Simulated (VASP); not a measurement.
Crystal: SnO.

```xyz
4
Lattice="3.4633 0.0000 0.0000 0.0000 5.8573 0.0000 0.0000 0.0000 4.3583" Properties=species:S:1:pos:R:3 pbc="T T T"
Sn    1.7317    4.4989    0.0573
Sn    0.0000    1.3584    2.2364
O     1.7317    0.6370    1.0323
O     0.0000    5.2203    3.2114
```

| Property | Result |
| --- | --- |
| Program | VASP 6.6.1 |
| Task | relaxation of cell and atoms |
| Functional | PBE |
| Dispersion | D4 |
| Potentials or basis | VASP PAW PBE potentials, release 64 (Sn_d, O) |
| Cutoff | 840 eV |
| k mesh | 8 × 5 × 7 |
| Occupations | gaussian, width 0.03 eV |
| Spin | no spin polarisation |

At the start: pressure -5.9 GPa; volume 22.10 Å³/atom.

Task: How do energy, volume and symmetry change on relaxing?

Result: Over 38 steps the energy falls by 29.8 meV/atom and the volume is 18.49 Å³/atom (-16.3 %); space group Pmn2_1 (No. 31, to 0.1 Å) before and after.

Step by step:
| step | energy change (eV) | largest force (eV/Å) | pressure (GPa) | volume (Å³) |
| --- | --- | --- | --- | --- |
| 1 | 0.0000 | 1.0705 | -5.89 | 88.41 |
| 2 | -0.0776 | 0.1278 | -0.92 | 83.43 |
| 3 | -0.0783 | 0.4848 | 0.52 | 81.08 |
| 4 | -0.0825 | 0.2523 | -0.44 | 82.05 |
| 5 | -0.1007 | 0.0566 | -0.20 | 79.57 |
| 6 | -0.1032 | 0.0799 | -0.07 | 78.75 |
| 7 | -0.1077 | 0.1248 | 0.30 | 76.74 |
| 8 | -0.1094 | 0.0792 | -0.24 | 76.48 |
| 9 | -0.1107 | 0.0893 | 0.09 | 75.87 |
| 10 | -0.1145 | 0.0334 | 0.04 | 75.43 |
| 11 | -0.1160 | 0.0490 | 0.00 | 74.94 |
| 12 | -0.1174 | 0.0490 | -0.02 | 74.56 |
| 13 | -0.1196 | 0.0554 | 0.27 | 74.02 |
| 14 | -0.1203 | 0.0379 | -0.19 | 74.19 |
| 15 | -0.1209 | 0.0270 | -0.07 | 73.96 |
| 16 | -0.1210 | 0.0116 | 0.06 | 73.86 |
| 17 | -0.1210 | 0.0056 | 0.00 | 73.90 |
| 18 | -0.1210 | 0.0047 | 0.02 | 73.91 |
| 19 | -0.1210 | 0.0041 | 0.00 | 74.00 |
| 20 | -0.1210 | 0.0021 | 0.00 | 74.00 |
| 21 | -0.1210 | 0.0020 | 0.00 | 74.01 |
| 22 | -0.1192 | 0.0020 | -0.03 | 74.01 |
| 23 | -0.1192 | 0.0075 | 0.01 | 73.97 |
| 24 | -0.1192 | 0.0050 | 0.01 | 73.99 |
| 25 | -0.1192 | 0.0046 | 0.00 | 73.99 |
| 26 | -0.1192 | 0.0045 | 0.00 | 73.99 |
| 27 | -0.1192 | 0.0047 | 0.00 | 73.99 |
| 28 | -0.1192 | 0.0026 | 0.00 | 73.98 |
| 29 | -0.1192 | 0.0007 | 0.00 | 73.97 |
| 30 | -0.1192 | 0.0008 | -0.02 | 73.97 |
| 31 | -0.1192 | 0.0044 | 0.01 | 73.95 |
| 32 | -0.1192 | 0.0037 | 0.00 | 73.96 |
| 33 | -0.1192 | 0.0036 | 0.02 | 73.95 |
| 34 | -0.1192 | 0.0038 | 0.01 | 73.96 |
| 35 | -0.1192 | 0.0012 | -0.02 | 73.97 |
| 36 | -0.1192 | 0.0021 | 0.01 | 73.96 |
| 37 | -0.1192 | 0.0007 | -0.02 | 73.96 |
| 38 | -0.1192 | 0.0011 | 0.00 | 73.96 |

Final structure:
```xyz
4
Lattice="3.3519 0.0000 0.0000 0.0000 5.7254 0.0000 0.0000 0.0000 3.8540" Properties=species:S:1:pos:R:3 pbc="T T T"
Sn    1.6759    4.3763    0.1198
Sn    0.0000    1.3491    2.0468
O     1.6759    0.6788    0.8437
O     0.0000    5.0466    2.7707
```

Where two steps share one volume, the run began anew on that cell with a basis built for it.

Caveat: the volume moved by over 15 % at a fixed basis, so the end points are rough.
